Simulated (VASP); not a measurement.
# BP (I-4m2) in VASP: notebook

BP is run at these levels: PBE; tasks: single point.

Program: VASP 6.6.1. These are calculated values, not measurements. Logs are shortened: lines on timing, memory, paths and dates and some standing lists are left out, and cuts for length are marked.

**1. The cell of the first run**

The structure is tetragonal, space group I-4m2 (No. 119). The conventional cell has a = 3.208 Å, b = 3.208 Å, c = 4.491 Å, α = 90.00°, β = 90.00°, γ = 90.00°. Within 2.6 Å of B (site symmetry -4m2) lie 4 P at 1.96 Å. Within 2.6 Å of P (site symmetry -4m2) lie 4 B at 1.96 Å.

**2. Single point, PBE (uniaxial z strain -1.0%)**

Input file INCAR:

```
PREC = Accurate
ENCUT = 520
EDIFF = 1E-6
ISMEAR = 0
SIGMA = 0.01
LREAL = False
LASPH = True
NELM = 60
ALGO = Normal
ISIF = 2
LWAVE = False
LCHARG = True
GGA = PE
LELF = True
LVHAR = True
NBANDS = 11
```

Input file KPOINTS:

```
Automatic mesh
0
Gamma
  6 6 6
```

Input file POSCAR:

```
BP
1.0
    0.0000000000      2.2683156689      2.2456325122
    2.2683156689      0.0000000000      2.2456325122
    2.2683156689      2.2683156689      0.0000000000
B P
1 1
Direct
    0.0000000000      0.0000000000      0.0000000000
    0.2500000000      0.2500000000      0.2500000000
```

Potentials or basis: VASP PAW PBE potentials, release 64 (B, P).

Run with:

```bash
cat potpaw_PBE.64/B/POTCAR potpaw_PBE.64/P/POTCAR > POTCAR
mpirun -np 1 vasp_std > vasp.out
```

OUTCAR:

```text
PREC = Accurate
   ENCUT = 520
   EDIFF = 1E-6
   ISMEAR = 0
   LREAL = False
   LASPH = True
   NELM = 60
   ISIF = 2
   GGA = PE

 ion  position               nearest neighbor table
   1  0.000  0.000  0.000-   2 1.96   2 1.96   2 1.96   2 1.96
   2  0.250  0.250  0.250-   1 1.96   1 1.96   1 1.96   1 1.96

  LATTYP: Found a body centered tetragonal cell.
 ALAT       =     3.2078827827
 C/A-ratio  =     1.4000714267

  Lattice vectors:

 A1 = (   0.0000000000,  -2.2683156689,  -2.2456325122)
 A2 = (   0.0000000000,   2.2683156689,  -2.2456325122)
 A3 = (   2.2683156689,   0.0000000000,   2.2456325122)

Analysis of symmetry for initial positions (statically):
=====================================================================
 Subroutine PRICEL returns:
 Original cell was already a primitive cell.

 Routine SETGRP: Setting up the symmetry group for a
 body centered tetragonal supercell.

 Subroutine GETGRP returns: Found  8 space group operations
 (whereof  8 operations were pure point group operations)
 out of a pool of 16 trial point group operations.

The static configuration has the point symmetry D_2d.

Analysis of symmetry for dynamics (positions and initial velocities):
=====================================================================
 Subroutine PRICEL returns:
 Original cell was already a primitive cell.

 Routine SETGRP: Setting up the symmetry group for a
 body centered tetragonal supercell.

 Subroutine GETGRP returns: Found  8 space group operations
 (whereof  8 operations were pure point group operations)
 out of a pool of 16 trial point group operations.

The dynamic configuration has the point symmetry D_2d.

 Subroutine INISYM returns: Found  8 space group operations
 (whereof  8 operations are pure point group operations),
 and found     1 'primitive' translations

----------------------------------------------------------------------------------------

                                     Primitive cell

  volume of cell :      23.1087

  direct lattice vectors                    reciprocal lattice vectors
     0.000000000  2.268315669  2.245632512    -0.220427874  0.220427874  0.222654418
     2.268315669  0.000000000  2.245632512     0.220427874 -0.220427874  0.222654418
     2.268315669  2.268315669  0.000000000     0.220427874  0.220427874 -0.222654418

  length of vectors
     3.191883669  3.191883669  3.207882783     0.383082086  0.383082086  0.383082086

  position of ions in fractional coordinates (direct lattice)
     0.000000000  0.000000000  0.000000000
     0.250000000  0.250000000  0.250000000

  ion indices of the primitive-cell ions
   primitive index   ion index
                 1           1
                 2           2

----------------------------------------------------------------------------------------

 KPOINTS: Automatic mesh

Automatic generation of k-mesh.
 Grid dimensions read from file:
 generate k-points for:    6    6    6

 Generating k-lattice:

  Cartesian coordinates                     Fractional coordinates (reciprocal lattice)
    -0.036737979  0.036737979  0.037109070     0.166666667 -0.000000000  0.000000000
     0.036737979 -0.036737979  0.037109070    -0.000000000  0.166666667  0.000000000
     0.036737979  0.036737979 -0.037109070     0.000000000  0.000000000  0.166666667

  Length of vectors
     0.063847014  0.063847014  0.063847014

  Shift w.r.t. Gamma in fractional coordinates (k-lattice)
     0.000000000  0.000000000  0.000000000

 Subroutine IBZKPT returns following result:
 ===========================================

 Found     30 irreducible k-points:

 Following reciprocal coordinates:
            Coordinates               Weight
  0.000000  0.000000  0.000000      1.000000
  0.166667 -0.000000  0.000000      8.000000
  0.333333 -0.000000  0.000000      8.000000
  0.500000  0.000000  0.000000      4.000000
  0.166667  0.166667  0.000000      2.000000
  0.333333  0.166667  0.000000      8.000000
[... 16 lines left out ...]
  0.333333  0.000000  0.333333      4.000000
  0.500000  0.000000  0.333333     16.000000
 [... further k-points ...]
   k-points           NKPTS =     30   k-points in BZ     NKDIM =     30   number of bands    NBANDS=     11
   number of dos      NEDOS =    301   number of ions     NIONS =      2
   total plane-waves  NPLWV =  13824
   dimension x,y,z NGX =    24 NGY =   24 NGZ =   24
   dimension x,y,z NGXF=    48 NGYF=   48 NGZF=   48
   ions per type =               1   1
   NGX,Y,Z   is equivalent  to a cutoff of  12.50, 12.50, 12.44 a.u.
   NGXF,Y,Z  is equivalent  to a cutoff of  25.00, 25.00, 24.88 a.u.
 SYSTEM =  unknown system
   PREC   = accura    normal or accurate (medium, high low for compatibility)
   ISTART =      0    job   : 0-new  1-cont  2-samecut
   ICHARG =      2    charge: 1-file 2-atom 10-const
   ISPIN  =      1    spin polarized calculation?
   LNONCOLLINEAR =      F non collinear calculations
   LSORBIT =      F    spin-orbit coupling
   LASPH  =      T    aspherical Exc in radial PAW
   ENCUT  =  520.0 eV  38.22 Ry    6.18 a.u.   5.93  5.93  5.96*2*pi/ulx,y,z
   NELM   =     60;   NELMIN=  2; NELMDL= -5     # of ELM steps
   EDIFF  = 0.1E-05   stopping-criterion for ELM
   LREAL  =      F    real-space projection
   EDIFFG = 0.1E-04   stopping-criterion for IOM
   NSW    =      0    number of steps for IOM
   IBRION =     -1    ionic relax: 0-MD 1-quasi-New 2-CG
   NFREE  =      0    steps in history (QN), initial steepest desc. (CG)
   ISIF   =      2    stress and relaxation
   ISYM   =      2    0-nonsym 1-usesym 2-fastsym
   POTIM  = 0.5000    time-step for ionic-motion
   TEBEG  =    0.0;   TEEND  =   0.0 temperature during run
   PSTRESS=    0.0 pullay stress
   NELECT =       8.0000    total number of electrons
   NUPDOWN=      -1.0000    fix difference up-down
   EMIN   =  10.00;   EMAX   =-10.00  energy-range for DOS
   EFERMI =   0.00;   METHOD = LEGACY
   ISMEAR =     0;   SIGMA  =   0.01  broadening in eV -4-tet -1-fermi 0-gaus
   EFERMI_NEDOS =   21; number of points for ismear=-14 and -15
   IALGO  =     38    algorithm
   IMIX   =      4    mixing-type and parameters
     AMIX     =   0.40;   BMIX     =  1.00
     AMIX_MAG =   1.60;   BMIX_MAG =  1.00
  volume/ion in A,a.u.               =      11.55        77.97
  Fermi-wavevector in a.u.,A,eV,Ry     =   1.149510  2.172260 17.978390  1.321374
  Thomas-Fermi vector in A             =   2.286180
   LORBIT       =      0    0 simple, 1 ext, 2 COOP (PROOUT), +10 PAW based schemes
   GGA     = PE    functional components
   LHFCALC =     F    Hartree Fock is set to
   AEXX    =    0.0000 exact exchange contribution
   IVDW    =     0    specifies the selected vdW correction
   LEPSILON=     F    determine dielectric tensor
   LRPA    =     F    only Hartree local field effects (RPA)
 non-spin polarized calculation
 Gauss-broadening in eV      SIGMA  =   0.01
  energy-cutoff  :      520.00
  volume of cell :       23.11
 maximum number of plane-waves:       636
   NGX = 11   NGY = 11   NGZ = 11

 number of electron       8.0000001 magnetization

 Free energy of the ion-electron system (eV)
  ---------------------------------------------------
  ext. energy  EPLUGINS =         0.00000000
  ---------------------------------------------------
  free energy    TOTEN  =       -12.90885377 eV

  energy without entropy =      -12.90885377  energy(sigma->0) =      -12.90885377

 E-fermi :   7.7301     XC(G=0): -10.9517

 val. band max:        7.6347502495   @ k =   0.0000   0.0000   0.0000
 cond. band min:       8.8019180695   @ k =   0.5000   0.5000   0.0000
 fundamental gap:      1.1671678200
 Fermi energy:         7.7301242579

 k-point     1 :       0.0000    0.0000    0.0000
  band No.  band energies     occupation
      1      -7.9913      2.00000
      2       7.5369      2.00000
      3       7.5369      2.00000
      4       7.6348      2.00000
      5      10.9463      0.00000
      6      11.0033      0.00000
      7      11.0033      0.00000
      8      15.1098      0.00000
      9      19.1548      0.00000
     10      19.5924      0.00000
     11      19.8559      0.00000

 k-point     2 :       0.1667   -0.0000    0.0000
  band No.  band energies     occupation
      1      -7.4889      2.00000
      2       4.7133      2.00000
      3       6.8563      2.00000
      4       6.9400      2.00000
      5      11.6166      0.00000
      6      11.9019      0.00000
      7      11.9050      0.00000
      8      16.3654      0.00000
      9      18.4470      0.00000
     10      18.6045      0.00000
     11      20.4071      0.00000

 k-point     3 :       0.3333   -0.0000    0.0000
  band No.  band energies     occupation
      1      -6.0569      2.00000
      2       0.7870      2.00000
      3       6.0315      2.00000
      4       6.1464      2.00000
      5      11.5160      0.00000
      6      12.4041      0.00000
      7      12.4883      0.00000
      8      17.7392      0.00000
      9      19.4780      0.00000
     10      19.5126      0.00000
     11      21.1126      0.00000

 k-point     4 :       0.5000    0.0000    0.0000
  band No.  band energies     occupation
      1      -4.6248      2.00000
      2      -1.5450      2.00000
      3       5.7334      2.00000
      4       5.8624      2.00000
      5      11.4002      0.00000
      6      12.2364      0.00000
      7      12.3526      0.00000
      8      17.7330      0.00000
      9      22.1686      0.00000
     10      22.3277      0.00000
     11      22.5380      0.00000

 k-point     5 :       0.1667    0.1667    0.0000
  band No.  band energies     occupation
      1      -7.3115      2.00000
      2       5.7060      2.00000
      3       5.7745      2.00000
      4       5.7745      2.00000
      5       9.9503      0.00000
      6      13.4852      0.00000
      7      13.4852      0.00000
      8      14.5360      0.00000
      9      18.4591      0.00000
     10      20.3289      0.00000
     11      21.2141      0.00000
[... 211 lines left out ...]
 k-point    21 :      -0.1667    0.3333    0.1667
  band No.  band energies     occupation
      1      -4.8378      2.00000
      2       1.0317      2.00000
      3       2.5600      2.00000
      4       4.2329      2.00000
      5      11.6005      0.00000
      6      13.1104      0.00000
      7      14.0130      0.00000
      8      17.2513      0.00000
      9      20.3145      0.00000
     10      21.1565      0.00000
     11      25.3809      0.00000

 k-point    22 :      -0.3333    0.5000    0.1667
  band No.  band energies     occupation
      1      -2.8317      2.00000
      2      -0.6632      2.00000
      3       2.1734      2.00000
      4       2.3040      2.00000
      5      11.3026      0.00000
      6      11.9143      0.00000
      7      16.7498      0.00000
      8      17.4373      0.00000
      9      20.6416      0.00000
     10      23.8960      0.00000
     11      24.2573      0.00000

 k-point    23 :       0.3333    0.0000    0.3333
  band No.  band energies     occupation
      1      -5.3928      2.00000
      2       1.9113      2.00000
      3       4.0614      2.00000
      4       4.0884      2.00000
      5       8.9804      0.00000
      6      10.8890      0.00000
      7      17.1296      0.00000
      8      17.3807      0.00000
      9      21.3021      0.00000
     10      22.5397      0.00000
     11      24.8869      0.00000

 k-point    24 :       0.5000    0.0000    0.3333
  band No.  band energies     occupation
      1      -3.8594      2.00000
      2      -0.0484      2.00000
      3       2.3483      2.00000
      4       3.8799      2.00000
      5       9.5163      0.00000
      6      11.7868      0.00000
      7      17.5794      0.00000
      8      17.9297      0.00000
      9      21.4035      0.00000
     10      22.7891      0.00000
     11      25.3443      0.00000

 [... further k-points ...]
[... 5 lines left out ...]
  --------------------------------------------------------------------------------------
  -------------------------------------------------------------------------------------
  Total        0.2865609      0.2865609      0.6698462      0.0000000      0.0000000      0.0000000
  in kB       19.8678947     19.8678947     46.4419065      0.0000000      0.0000000      0.0000000
  external PRESSURE =      28.7258986 kB  Pullay stress =       0.0000000 kB

 VOLUME and BASIS-vectors are now :
 -----------------------------------------------------------------------------
  energy-cutoff  :      520.00
  volume of cell :       23.11
      direct lattice vectors                 reciprocal lattice vectors
     0.000000000  2.268315669  2.245632512    -0.220427874  0.220427874  0.222654418
     2.268315669  0.000000000  2.245632512     0.220427874 -0.220427874  0.222654418
     2.268315669  2.268315669  0.000000000     0.220427874  0.220427874 -0.222654418

 POSITION                                       TOTAL-FORCE (eV/Angst)
 -----------------------------------------------------------------------------------
      0.00000      0.00000      0.00000         0.000000     -0.000000      0.000000
      1.13416      1.13416      1.12282        -0.000000      0.000000     -0.000000
 -----------------------------------------------------------------------------------
    total drift:                                0.000000      0.000000      0.000000

  FREE ENERGIE OF THE ION-ELECTRON SYSTEM (eV)
  ---------------------------------------------------
  free  energy   TOTEN  =       -12.9088537697 eV

  energy  without entropy=      -12.9088537697  energy(sigma->0) =      -12.90885377
```

Run time: 5.3 s. Hardware: 1 thread of AMD EPYC 7R13 (Zen 3), shared host; peak memory 0.1 GiB.

What came out:

```yaml
Free_energy: -12.9089 eV
Pressure: 2.9 GPa
Band_gap_on_the_k_mesh: 1.17 eV, indirect (least direct gap 3.31 eV)
```

Levels at points of the mesh, in eV from the valence-band top:
```
           k point  band 2  band 3  band 4  band 5  band 6  band 7
(0.00, 0.00, 0.00)   -0.10   -0.10    0.00    3.31    3.37    3.37
(0.50, 0.00, 0.00)   -9.18   -1.90   -1.77    3.77    4.60    4.72
(0.50, 0.50, 0.00)   -8.65   -4.29   -4.29    1.17    1.49   12.16
(0.50, 0.00, 0.50)   -8.74   -4.20   -4.18    1.28    1.63   12.05
```

Caveat: the cell differs from its parent crystal (uniaxial z strain -1.0%). A k mesh can miss the band edges.

**3. Single point, PBE (uniaxial z strain +1.0%)**

Input file INCAR:

```
ALGO     = Normal         # electronic algorithm
EDIFF    = 1E-7           # SCF threshold, eV
ENCUT    = 520            # plane-wave cutoff, eV
GGA      = PE             # functional
ISIF     = 2              # what is computed and relaxed
ISMEAR   = 0              # smearing method
LASPH    = True           # aspherical terms in the spheres
LCHARG   = False          # write CHGCAR
LREAL    = False          # projectors in reciprocal space
LWAVE    = False          # write WAVECAR
NBANDS   = 11             # bands
NELM     = 60             # most SCF steps
PREC     = Accurate       # precision mode
SIGMA    = 0.01           # smearing width, eV
```

Input file KPOINTS:

```
k-points
0
Gamma
  6 6 6
```

Input file POSCAR:

```
BP
1.0
    0.0000000000      2.2683156689      2.2909988256
    2.2683156689      0.0000000000      2.2909988256
    2.2683156689      2.2683156689      0.0000000000
B P
1 1
Direct
    0.0000000000      0.0000000000      0.0000000000
    0.2500000000      0.2500000000      0.2500000000
```

Potentials or basis: VASP PAW PBE potentials, release 64 (B, P).

Run with:

```bash
cat potpaw_PBE.64/B/POTCAR potpaw_PBE.64/P/POTCAR > POTCAR
mpirun -np 1 vasp_std > vasp.out
```

OUTCAR:

```text
EDIFF = 1E-7
   ENCUT = 520
   GGA = PE
   ISIF = 2
   ISMEAR = 0
   LASPH = True
   LREAL = False
   NELM = 60
   PREC = Accurate

 ion  position               nearest neighbor table
   1  0.000  0.000  0.000-   2 1.97   2 1.97   2 1.97   2 1.97
   2  0.250  0.250  0.250-   1 1.97   1 1.97   1 1.97   1 1.97

  LATTYP: Found a body centered tetragonal cell.
 ALAT       =     3.2078827827
 C/A-ratio  =     1.4283556980

  Lattice vectors:

 A1 = (  -2.2683156689,   0.0000000000,   2.2909988256)
 A2 = (   2.2683156689,   0.0000000000,   2.2909988256)
 A3 = (   0.0000000000,   2.2683156689,  -2.2909988256)

Analysis of symmetry for initial positions (statically):
=====================================================================
 Subroutine PRICEL returns:
 Original cell was already a primitive cell.

 Routine SETGRP: Setting up the symmetry group for a
 body centered tetragonal supercell.

 Subroutine GETGRP returns: Found  8 space group operations
 (whereof  8 operations were pure point group operations)
 out of a pool of 16 trial point group operations.

The static configuration has the point symmetry D_2d.

[... 163 lines left out ...]
 cond. band min:       8.6432603851   @ k =   0.5000   0.0000   0.5000
 fundamental gap:      1.2780400479
 Fermi energy:         7.4514852267

 k-point     1 :       0.0000    0.0000    0.0000
  band No.  band energies     occupation
      1      -8.0496      2.00000
      2       7.2671      2.00000
      3       7.3652      2.00000
      4       7.3652      2.00000
      5      10.6992      0.00000
      6      10.6992      0.00000
      7      10.7552      0.00000
      8      14.5679      0.00000
      9      18.7830      0.00000
     10      19.2991      0.00000
     11      19.5621      0.00000
[... 309 lines left out ...]
 k-point    24 :       0.5000    0.0000    0.3333
  band No.  band energies     occupation
      1      -3.9565      2.00000
      2      -0.1741      2.00000
      3       2.1998      2.00000
      4       3.6396      2.00000
      5       9.2211      0.00000
      6      11.4328      0.00000
      7      17.1967      0.00000
      8      17.5378      0.00000
      9      21.0353      0.00000
     10      22.4176      0.00000
     11      24.8507      0.00000

 [... further k-points ...]
[... 5 lines left out ...]
  --------------------------------------------------------------------------------------
  -------------------------------------------------------------------------------------
  Total        0.0648950      0.0648950     -0.3269289      0.0000000     -0.0000000      0.0000000
  in kB        4.4102176      4.4102176    -22.2178483      0.0000000     -0.0000000      0.0000000
  external PRESSURE =      -4.4658044 kB  Pullay stress =       0.0000000 kB

 VOLUME and BASIS-vectors are now :
 -----------------------------------------------------------------------------
  energy-cutoff  :      520.00
  volume of cell :       23.58
      direct lattice vectors                 reciprocal lattice vectors
     0.000000000  2.268315669  2.290998826    -0.220427874  0.220427874  0.218245420
     2.268315669  0.000000000  2.290998826     0.220427874 -0.220427874  0.218245420
     2.268315669  2.268315669  0.000000000     0.220427874  0.220427874 -0.218245420

 POSITION                                       TOTAL-FORCE (eV/Angst)
 -----------------------------------------------------------------------------------
      0.00000      0.00000      0.00000         0.000000      0.000000      0.000000
      1.13416      1.13416      1.14550        -0.000000     -0.000000     -0.000000
 -----------------------------------------------------------------------------------
    total drift:                                0.000000      0.000000      0.000000

  FREE ENERGIE OF THE ION-ELECTRON SYSTEM (eV)
  ---------------------------------------------------
  free  energy   TOTEN  =       -12.9125227337 eV

  energy  without entropy=      -12.9125227337  energy(sigma->0) =      -12.91252273
```

stdout:

```text
POSCAR found type information on POSCAR B P
 POSCAR found :  2 types and       2 ions
 scaLAPACK will be used
 LDA part: xc-table for (Slater+PW92), standard interpolation
 POSCAR, INCAR and KPOINTS ok, starting setup
 FFT: planning ... GRIDC
 FFT: planning ... GRID_SOFT
 FFT: planning ... GRID
 WAVECAR not read
 entering main loop
```

Wall time 5.5 s (1 thread of AMD EPYC 7R13 (Zen 3), shared host); peak memory 0.1 GiB.

Results:

```yaml
Free_energy: -12.9125 eV
Pressure: -0.4 GPa
Band_gap_on_the_k_mesh: 1.28 eV, indirect (least direct gap 3.33 eV)
```

Stress tensor (GPa, compression positive):
```
 0.44  0.00  0.00
 0.00  0.44  0.00
 0.00  0.00 -2.22
```

Caveat: the cell differs from its parent crystal (uniaxial z strain +1.0%).

[end of part 1 of 2]
